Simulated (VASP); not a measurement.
Write the native input for VASP 6.6.1 that does the following.

* Task: relaxation of cell and atoms
* Functional: PBE
* Potentials or basis: VASP PAW PBE potentials, release 64 (Pt, W_sv, S)
* Cutoff: 600 eV
* k mesh: 10 × 10 × 6
* Occupations: gaussian, width 0.1 eV
* Spin: no spin polarisation
* Dipole correction: no
* Further INCAR settings: ALGO = Normal; EDIFF = 1e-06; IBRION = 2; EDIFFG = -0.01; NSW = 100; ISIF = 3

The structure of PtWS4 lies in POSCAR:

```
PtWS4
1.0
    4.1478232964      0.0000000000      0.0000000000
    0.0000000000      4.1478232964      0.0000000000
    0.0000000000      0.0000000000      5.9387792854
Pt W S
1 1 4
Direct
    0.5000000000      0.5000000000      0.5000000000
    0.0000000000      0.0000000000      0.0000000000
    0.5000000000      0.0000000000      0.2397476487
    0.0000000000      0.5000000000      0.7602523513
    0.5000000000      0.0000000000      0.7602523513
    0.0000000000      0.5000000000      0.2397476487
```

One way to write it, as run:

INCAR

```
ALGO = Normal
EDIFF = 1E-6
EDIFFG = -0.01
ENCUT = 600
GGA = PE
IBRION = 2
ISIF = 3
ISMEAR = 0
LASPH = True
LCHARG = False
LREAL = False
LWAVE = False
NELM = 100
NSW = 100
PREC = Accurate
SIGMA = 0.1
```

KPOINTS

```
k-points
0
Gamma
  10 10 6
```

Potentials or basis: VASP PAW PBE potentials, release 64 (Pt, W_sv, S).

Run with:

```console
$ cat potpaw_PBE.64/Pt/POTCAR potpaw_PBE.64/W_sv/POTCAR potpaw_PBE.64/S/POTCAR > POTCAR
$ mpirun -np 1 vasp_std > vasp.out
```

Results of the run:

```yaml
Relaxed_volume: 17.02 Å³/atom
Relaxed_cell: a = 4.153 Å, b = 4.153 Å, c = 5.922 Å, α = 90.00°, β = 90.00°, γ = 90.00°
Space_group_after_relaxing_to_0.05_Å: P4/mmm (No. 123)
Energy_gained_by_relaxing: 0.2 meV/atom
Ionic_steps: 5
Pressure_after_relaxing: 0.0 GPa
Band_gap_on_the_k_mesh: zero (band 24 reaches 8.62 eV, above the bottom of band 25 at 7.73 eV)
```

Caveat: spin-orbit coupling is left out, which moves the levels of the heavy elements.

It took 10 min on 1 thread of Intel(R) Xeon(R) Platinum 8259CL CPU @ 2.50GHz (Skylake/Cascade Lake), with other jobs on the host, peak memory 0.46 GiB.
